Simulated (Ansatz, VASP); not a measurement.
**Ga3Sb: VASP beside Ansatz**

File INCAR:

```
PREC = Accurate
ENCUT = 500
EDIFF = 1E-6
ISMEAR = 0
SIGMA = 0.15
LREAL = F
LASPH = T
NELM = 120
ALGO = Normal
ISIF = 2
LWAVE = F
LCHARG = F
GGA = PS
NBANDS = 30
GGA_COMPAT = F
```

KPOINTS

```
regular mesh
0
Gamma
  12 12 12
```

Contents of POSCAR:

```
Ga3Sb
1.0
   -2.1293141421      2.1293141421      4.5452890665
    2.1293141421     -2.1293141421      4.5452890665
    2.1293141421      2.1293141421     -4.5452890665
Ga Sb
3 1
Direct
    0.7500000000      0.2500000000      0.5000000000
    0.2500000000      0.7500000000      0.5000000000
    0.5000000000      0.5000000000      0.0000000000
    0.0000000000      0.0000000000      0.0000000000
```

Input for Ansatz:

```yaml
crystal:
  lattice:
    - [-2.1293141421, 2.1293141421, 4.5452890665]
    - [2.1293141421, -2.1293141421, 4.5452890665]
    - [2.1293141421, 2.1293141421, -4.5452890665]
  atoms:
    - { symbol: Ga, position: [0.75, 0.25, 0.5] }
    - { symbol: Ga, position: [0.25, 0.75, 0.5] }
    - { symbol: Ga, position: [0.5, 0.5, 0.0] }
    - { symbol: Sb, position: [0.0, 0.0, 0.0] }
basis:
  ecutwfc: 420
kpoints:
  mp_grid: { grid: [12, 12, 12] }
hamiltonian:
  xc: pbesol
scf:
  occupations: { method: gaussian, width: 0.15 }
output:
  forces: true
  stress: true
  eigenvalues: true
  write_density: true
  write_potential: true
  elf: true
  volumetric_format: npy
```

Alike in both runs: task single point; functional PBEsol; k mesh 12 × 12 × 12; occupations gaussian, width 0.15 eV; no spin polarisation.

|  | VASP | Ansatz |
| --- | --- | --- |
| version | VASP 6.6.1 | Ansatz 0.2.0 |
| potentials or method | VASP PAW PBE potentials, release 64 (Ga_d, Sb), cutoff 500 eV | scalar-relativistic, plane waves, PAW |
| valence electrons in the cell | 44 | 54 |

```tsv
	VASP	Ansatz	Ansatz less VASP
gap on the k mesh at the Fermi level (eV)	none	none	-
pressure (GPa)	0.3	0.1	-0.12
traceless stress, the component that is largest in VASP (GPa)	-0.46	-0.46	0.000
```

VASP's potentials were made for PBE, not for PBEsol. A gap of «none» marks a metal or a gap that the smearing closes. VASP's potentials hold 44 valence electrons a cell and Ansatz's 54, so a difference there can come from the potentials and not from the codes.

Spin-orbit coupling is off throughout.
